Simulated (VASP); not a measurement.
# CuO (I4/mmm) in VASP: a series of runs

The runs below take CuO through single point, relaxation of cell and atoms, with PBE.

Everything below comes from runs of VASP 6.6.1. Logs are shortened: lines on timing, memory, paths and dates and some standing lists are left out, and cuts for length are marked.

### Step 1. The cell of the first run

It takes space group I4/mmm (No. 139, tetragonal). Conventional cell: a = 3.977 Å, b = 3.977 Å, c = 3.021 Å, α = 90.00°, β = 90.00°, γ = 90.00°. Cu (site symmetry 4/mmm) has 2 O at 1.51 Å within 2.0 Å. Within 2.0 Å of O (site symmetry 4/mmm) lie 2 Cu at 1.51 Å.

The cell was built from a structure type or drawn by symmetry, and may not be a known phase.

### Step 2. Single point, PBE, collinear spin

INCAR reads:

```
ALGO = Normal ; EDIFF = 1E-7
ENCUT = 520 ; GGA = PE
ISIF = 2 ; ISMEAR = 0
ISPIN = 2 ; LASPH = T
LCHARG = T ; LELF = T
LMAXMIX = 4 ; LORBIT = 11
LREAL = F ; LVHAR = T
LWAVE = F ; MAGMOM = 1 0
NBANDS = 20 ; NELM = 150
PREC = Accurate ; SIGMA = 0.1
```

KPOINTS reads:

```
k-points
0
Gamma
  8 8 8
```

POSCAR reads:

```
CuO
1.0
   -1.9884865000      1.9884865000      1.5104897000
    1.9884865000     -1.9884865000      1.5104897000
    1.9884865000      1.9884865000     -1.5104897000
Cu O
1 1
Direct
    0.0000000000      0.0000000000      0.0000000000
    0.5000000000      0.5000000000      0.0000000000
```

Potentials or basis: VASP PAW PBE potentials, release 64 (Cu, O).

Started as:

```console
> cat potpaw_PBE.64/Cu/POTCAR potpaw_PBE.64/O/POTCAR > POTCAR
> mpirun -np 1 vasp_std > vasp.out
```

OUTCAR:

```text
EDIFF = 1E-7
   ENCUT = 520
   GGA = PE
   ISIF = 2
   ISMEAR = 0
   ISPIN = 2
   LASPH = T
   LORBIT = 11
   LREAL = F
   NELM = 150
   PREC = Accurate

 ion  position               nearest neighbor table
   1  0.000  0.000  0.000-   2 1.51   2 1.51
   2  0.500  0.500  0.000-   1 1.51   1 1.51

  LATTYP: Found a body centered tetragonal cell.
 ALAT       =     3.9769730000
 C/A-ratio  =     0.7596177797

  Lattice vectors:

 A1 = (  -1.9884865000,   1.9884865000,   1.5104897000)
 A2 = (   1.9884865000,  -1.9884865000,   1.5104897000)
 A3 = (   1.9884865000,   1.9884865000,  -1.5104897000)

Analysis of symmetry for initial positions (statically):
=====================================================================
 Subroutine PRICEL returns:
 Original cell was already a primitive cell.

 Routine SETGRP: Setting up the symmetry group for a
 body centered tetragonal supercell.

 Subroutine GETGRP returns: Found 16 space group operations
 (whereof 16 operations were pure point group operations)
 out of a pool of 16 trial point group operations.

The static configuration has the point symmetry D_4h.

Analysis of symmetry for dynamics (positions and initial velocities):
=====================================================================
 Subroutine PRICEL returns:
 Original cell was already a primitive cell.

 Routine SETGRP: Setting up the symmetry group for a
 body centered tetragonal supercell.

 Subroutine GETGRP returns: Found 16 space group operations
 (whereof 16 operations were pure point group operations)
 out of a pool of 16 trial point group operations.

The dynamic configuration has the point symmetry D_4h.

Analysis of structural, dynamic, and magnetic symmetry:
=====================================================================
 Subroutine PRICEL returns:
 Original cell was already a primitive cell.

 Routine SETGRP: Setting up the symmetry group for a
 body centered tetragonal supercell.

 Subroutine GETGRP returns: Found 16 space group operations
 (whereof 16 operations were pure point group operations)
 out of a pool of 16 trial point group operations.

The overall configuration has the point symmetry D_4h.

 Subroutine INISYM returns: Found 16 space group operations
[... 106 lines left out ...]
   TEBEG  =    0.0;   TEEND  =   0.0 temperature during run
   PSTRESS=    0.0 pullay stress
   NELECT =      17.0000    total number of electrons
   NUPDOWN=      -1.0000    fix difference up-down
   EMIN   =  10.00;   EMAX   =-10.00  energy-range for DOS
   EFERMI =   0.00;   METHOD = LEGACY
   ISMEAR =     0;   SIGMA  =   0.10  broadening in eV -4-tet -1-fermi 0-gaus
   EFERMI_NEDOS =   21; number of points for ismear=-14 and -15
   IALGO  =     38    algorithm
   IMIX   =      4    mixing-type and parameters
     AMIX     =   0.40;   BMIX     =  1.00
     AMIX_MAG =   1.60;   BMIX_MAG =  1.00
  volume/ion in A,a.u.               =      11.95        80.61
  Fermi-wavevector in a.u.,A,eV,Ry     =   1.461560  2.761949 29.064208  2.136159
  Thomas-Fermi vector in A             =   2.577878
   LORBIT       =     11    0 simple, 1 ext, 2 COOP (PROOUT), +10 PAW based schemes
   GGA     = PE    functional components
   LHFCALC =     F    Hartree Fock is set to
   AEXX    =    0.0000 exact exchange contribution
   IVDW    =     0    specifies the selected vdW correction
   LEPSILON=     F    determine dielectric tensor
   LRPA    =     F    only Hartree local field effects (RPA)
 spin polarized calculation
 Gauss-broadening in eV      SIGMA  =   0.10
  energy-cutoff  :      520.00
  volume of cell :       23.89
 maximum number of plane-waves:       676
   NGX = 11   NGY = 11   NGZ = 11

 number of electron      17.0000002 magnetization       0.0006347

 Free energy of the ion-electron system (eV)
  ---------------------------------------------------
  ext. energy  EPLUGINS =         0.00000000
  ---------------------------------------------------
  free energy    TOTEN  =        -7.11124118 eV

  energy without entropy =       -7.10320774  energy(sigma->0) =       -7.10722446

 E-fermi :   4.1343     XC(G=0): -10.6648

 val. band max:        4.1177628948   @ k =   0.3750   0.0000  -0.0000
 cond. band min:       4.1511239934   @ k =  -0.2500  -0.3750   0.1250
 fundamental gap:      0.0333610986
 Fermi energy:         4.1343008672

 spin component 1

 k-point     1 :       0.0000    0.0000    0.0000
  band No.  band energies     occupation
      1     -17.0896      1.00000
      2      -0.7404      1.00000
      3      -0.6093      1.00000
      4       0.1429      1.00000
      5       0.1429      1.00000
      6       0.4164      1.00000
[... 541 lines left out ...]
     19      32.1987      0.00000
     20      34.6057      0.00000

 [... further k-points ...]

 spin component 2

 k-point     1 :       0.0000    0.0000    0.0000
  band No.  band energies     occupation
      1     -17.0892      1.00000
      2      -0.7402      1.00000
      3      -0.6092      1.00000
      4       0.1434      1.00000
      5       0.1434      1.00000
      6       0.4171      1.00000
[... 541 lines left out ...]
     19      32.1988      0.00000
     20      34.6055      0.00000

 [... further k-points ...]
[... 5 lines left out ...]
  --------------------------------------------------------------------------------------
  -------------------------------------------------------------------------------------
  Total        1.3284636      1.3284636     30.3949632      0.0000000      0.0000000      0.0000000
  in kB       89.0916862     89.0916862   2038.3987821      0.0000000      0.0000000      0.0000000
  external PRESSURE =     738.8607181 kB  Pullay stress =       0.0000000 kB

 VOLUME and BASIS-vectors are now :
 -----------------------------------------------------------------------------
  energy-cutoff  :      520.00
  volume of cell :       23.89
      direct lattice vectors                 reciprocal lattice vectors
    -1.988486500  1.988486500  1.510489700     0.000000000  0.251447521  0.331018477
     1.988486500 -1.988486500  1.510489700     0.251447521  0.000000000  0.331018477
     1.988486500  1.988486500 -1.510489700     0.251447521  0.251447521  0.000000000

 POSITION                                       TOTAL-FORCE (eV/Angst)
 -----------------------------------------------------------------------------------
      0.00000      0.00000      0.00000        -0.000000      0.000000      0.000000
      0.00000      0.00000      1.51049         0.000000      0.000000      0.000000
 -----------------------------------------------------------------------------------
    total drift:                               -0.000000      0.000000     -0.000000

  FREE ENERGIE OF THE ION-ELECTRON SYSTEM (eV)
  ---------------------------------------------------
  free  energy   TOTEN  =        -7.1112411805 eV

  energy  without entropy=       -7.1032077366  energy(sigma->0) =       -7.10722446

 total charge

# of ion       s       p       d       tot
------------------------------------------
    1        0.724   0.878   9.237  10.840
    2        1.590   3.592   0.000   5.182
--------------------------------------------------
tot          2.314   4.470   9.237  16.022

 magnetization (x)

# of ion       s       p       d       tot
------------------------------------------
    1       -0.000  -0.000   0.000   0.000
    2        0.000   0.000   0.000   0.000
--------------------------------------------------
tot         -0.000   0.000   0.000   0.000
```

stdout:

```text
POSCAR found type information on POSCAR CuO
 POSCAR found :  2 types and       2 ions
 scaLAPACK will be used
 LDA part: xc-table for (Slater+PW92), standard interpolation
 POSCAR, INCAR and KPOINTS ok, starting setup
 FFT: planning ... GRIDC
 FFT: planning ... GRID_SOFT
 FFT: planning ... GRID
 WAVECAR not read
 entering main loop
```

Run time: 63 s. Hardware: 1 thread of Intel Xeon 8259CL, shared host; peak memory 0.18 GiB.

What came out:

| Property | Result |
| --- | --- |
| Free energy | -7.1112 eV |
| Pressure | 73.9 GPa |
| Net moment | 0.00 μB per cell |
| Valence electrons inside the program's atomic spheres | Cu 10.84; O 5.18 |

Stress tensor (GPa, compression positive):
```
  8.91   0.00   0.00
  0.00   8.91   0.00
  0.00   0.00 203.84
```

Levels at points of the mesh, in eV from the Fermi level:
Spin up:
```tsv
k point	band 6	band 7	band 8	band 9	band 10	band 11	band 12	band 13
(0.00, 0.00, 0.00)	-3.72	-3.72	-3.53	-2.95	3.67	14.27	15.21	15.21
(0.50, 0.00, 0.00)	-3.05	-1.43	0.38	0.72	4.91	8.56	10.18	16.88
(0.50, 0.50, 0.00)	-3.67	-3.55	-3.10	-2.52	6.20	7.22	15.36	17.11
(0.50, 0.50, 0.50)	-3.70	-3.68	-2.82	-2.12	7.34	9.93	9.93	10.06
```
Spin down:
| k point | band 5 | band 6 | band 7 | band 8 | band 9 | band 10 | band 11 | band 12 | band 13 | band 14 |
| --- | --- | --- | --- | --- | --- | --- | --- | --- | --- | --- |
| (0.00, 0.00, 0.00) | -3.99 | -3.72 | -3.72 | -3.53 | -2.95 | 3.67 | 14.27 | 15.21 | 15.21 | 20.41 |
| (0.50, 0.00, 0.00) | -3.13 | -3.05 | -1.43 | 0.38 | 0.72 | 4.91 | 8.56 | 10.18 | 16.88 | 17.27 |
| (0.50, 0.50, 0.00) | -3.71 | -3.67 | -3.55 | -3.10 | -2.52 | 6.20 | 7.22 | 15.36 | 17.11 | 19.12 |
| (0.50, 0.50, 0.50) | -3.70 | -3.70 | -3.68 | -2.82 | -2.12 | 7.34 | 9.93 | 9.93 | 10.06 | 15.68 |

Caveat: the cell stands under pressure; semilocal functionals often make such compounds metallic where correlation or magnetic order opens a gap, which also shifts bond lengths. With open d or f shells a metallic result of PBE can be an artefact of self-interaction; +U or a hybrid may open a gap.

### Step 3. Relaxation of cell and atoms, PBE, collinear spin

INCAR reads:

```
PREC = Accurate
ENCUT = 600
EDIFF = 1E-6
ISMEAR = 0
SIGMA = 0.1
LREAL = False
LASPH = True
NELM = 150
ALGO = Normal
ISIF = 3
LWAVE = False
LCHARG = False
ISPIN = 2
MAGMOM = 1 0
LORBIT = 11
LMAXMIX = 4
GGA = PE
IBRION = 2
NSW = 90
EDIFFG = -0.04
```

KPOINTS reads:

```
Automatic mesh
0
Gamma
  8 8 8
```

POSCAR is that of step 2.

Potentials or basis: VASP PAW PBE potentials, release 64 (Cu, O).

Started as:

```console
> cat potpaw_PBE.64/Cu/POTCAR potpaw_PBE.64/O/POTCAR > POTCAR
> mpirun -np 1 vasp_std > vasp.out
```

OUTCAR:

```text
PREC = Accurate
   ENCUT = 600
   EDIFF = 1E-6
   ISMEAR = 0
   LREAL = False
   LASPH = True
   NELM = 150
   ISIF = 3
   ISPIN = 2
   LORBIT = 11
   GGA = PE
   IBRION = 2
   NSW = 90
   EDIFFG = -0.04

 ion  position               nearest neighbor table
   1  0.000  0.000  0.000-   2 1.51   2 1.51
   2  0.500  0.500  0.000-   1 1.51   1 1.51

  LATTYP: Found a body centered tetragonal cell.
 ALAT       =     3.9769730000
 C/A-ratio  =     0.7596177797

  Lattice vectors:

 A1 = (  -1.9884865000,   1.9884865000,   1.5104897000)
 A2 = (   1.9884865000,  -1.9884865000,   1.5104897000)
 A3 = (   1.9884865000,   1.9884865000,  -1.5104897000)

Analysis of symmetry for initial positions (statically):
=====================================================================
 Subroutine PRICEL returns:
 Original cell was already a primitive cell.

 Routine SETGRP: Setting up the symmetry group for a
 body centered tetragonal supercell.

 Subroutine GETGRP returns: Found 16 space group operations
 (whereof 16 operations were pure point group operations)
 out of a pool of 16 trial point group operations.

[... 187 lines left out ...]
  -------------------------------------------------------------------------------------
  Total        1.3207380      1.3207380     30.3688088      0.0000000      0.0000000      0.0000000
  in kB       88.5735821     88.5735821   2036.6447697      0.0000000      0.0000000      0.0000000
  external PRESSURE =     737.9306446 kB  Pullay stress =       0.0000000 kB
[... 2433 lines left out ...]
      2      -3.3417      1.00000
      3      -1.2633      1.00000
      4      -0.9535      1.00000
      5       1.9508      1.00000
      6       1.9969      1.00000
      7       2.8252      1.00000
      8       3.5490      0.89969
      9       4.1106      0.00000
     10      10.3111      0.00000
     11      12.2910      0.00000
     12      13.4128      0.00000
     13      20.2346      0.00000

 [... further k-points ...]

[... ionic steps 4 to 31 ...]

--------------------------------------- Ionic step       32  -------------------------------------------

 number of electron      16.9999999 magnetization      -0.0000000

 number of electron      16.9999999 magnetization       0.0000000
[... 73 lines left out ...]
 number of electron      17.0000000 magnetization       0.0000000

 number of electron      17.0000000 magnetization      -0.0000000

 Free energy of the ion-electron system (eV)
  ---------------------------------------------------
  ext. energy  EPLUGINS =         0.00000000
  ---------------------------------------------------
  free energy    TOTEN  =        -9.50073953 eV

  energy without entropy =       -9.49177174  energy(sigma->0) =       -9.49625563

 E-fermi :   6.1033     XC(G=0): -12.3564

 val. band max:        6.1029071832   @ k =  -0.3750  -0.3750   0.1250
 cond. band min:       6.1136119518   @ k =  -0.2500  -0.2500   0.1250
 fundamental gap:      0.0107047685
 Fermi energy:         6.1033202789
[... 803 lines left out ...]
  FREE ENERGIE OF THE ION-ELECTRON SYSTEM (eV)
  ---------------------------------------------------
  free  energy   TOTEN  =        -9.5007395304 eV

  energy  without entropy=       -9.4917717364  energy(sigma->0) =       -9.49625563

 reached required accuracy - stopping structural energy minimisation

 total charge

# of ion       s       p       d       tot
------------------------------------------
    1        0.314   0.327   9.151   9.793
    2        1.581   3.360   0.000   4.941
--------------------------------------------------
tot          1.895   3.687   9.151  14.733

 magnetization (x)

# of ion       s       p       d       tot
------------------------------------------
    1       -0.000   0.000  -0.000  -0.000
    2       -0.000  -0.000   0.000  -0.000
--------------------------------------------------
tot         -0.000  -0.000  -0.000  -0.000
```

OSZICAR:

```text
N       E                     dE             d eps       ncg     rms          rms(c)
DAV:   1     0.124775085155E+03    0.12478E+03   -0.98215E+03  3210   0.222E+03
DAV:   2    -0.216739879045E+00   -0.12499E+03   -0.11124E+03  3261   0.350E+02
DAV:   3    -0.109061999930E+02   -0.10689E+02   -0.10189E+02  3584   0.112E+02
[... 347 lines left out ...]
DAV:   1    -0.950223075316E+01   -0.16439E-02   -0.66854E-02  3266   0.281E+00    0.270E-01
DAV:   2    -0.950116719812E+01    0.10636E-02   -0.13215E-03  4010   0.797E-01    0.133E-01
DAV:   3    -0.950079083162E+01    0.37637E-03   -0.47807E-04  4490   0.660E-01    0.481E-02
DAV:   4    -0.950074314915E+01    0.47682E-04   -0.12248E-04  3900   0.436E-01    0.124E-02
DAV:   5    -0.950073947793E+01    0.36712E-05   -0.14071E-05  4226   0.834E-02    0.349E-03
DAV:   6    -0.950073953036E+01   -0.52432E-07   -0.27403E-07  1554   0.728E-03
  34 F= -.95007395E+01 E0= -.94962556E+01  d E =-.377686E-03  mag=    -0.0000
```

CONTCAR:

```text
CuO
   1.00000000000000
    -1.5444227014106129    1.5444227014106129    2.0065134724701776
     1.5444227014106129   -1.5444227014106129    2.0065134724701776
     1.5444227014106129    1.5444227014106129   -2.0065134724701776
  Cu              O
     1     1
Direct
     0.0000000000000000    0.0000000000000000    0.0000000000000000
     0.5000000000000000    0.5000000000000000    0.0000000000000000

  0.00000000E+00  0.00000000E+00  0.00000000E+00
  0.00000000E+00  0.00000000E+00  0.00000000E+00
```

Run time: 27 min. Hardware: 1 thread of Intel Xeon 8259CL, shared host; peak memory 0.22 GiB.

Results:

```yaml
Free_energy: -9.5007 eV
Relaxed_volume: 9.57 Å³/atom
Relaxed_cell: a = 2.966 Å, b = 2.966 Å, c = 2.966 Å, α = 117.24°, β = 117.24°, γ = 94.85°
Space_group_after_relaxing_to_0.1_Å: I4/mmm (No. 139)
Pressure_after_relaxing: 0.0 GPa
Net_moment: 0.00 μB per cell
Valence_electrons_inside_the_program's_atomic_spheres: Cu 9.79; O 4.94
```

Stress tensor (GPa, compression positive):
```
0.00 0.00 0.00
0.00 0.00 0.00
0.00 0.00 0.10
```

Final structure:
```xyz
2
Lattice="-1.5444 1.5444 2.0065 1.5444 -1.5444 2.0065 1.5444 1.5444 -2.0065" Properties=species:S:1:pos:R:3 pbc="T T T"
Cu    0.0000    0.0000    0.0000
O     0.0000    0.0000    2.0065
```

Caveat: the volume moved by over 15 % at a fixed basis, so the end points are rough; semilocal functionals often make such compounds metallic where correlation or magnetic order opens a gap, which also shifts bond lengths.
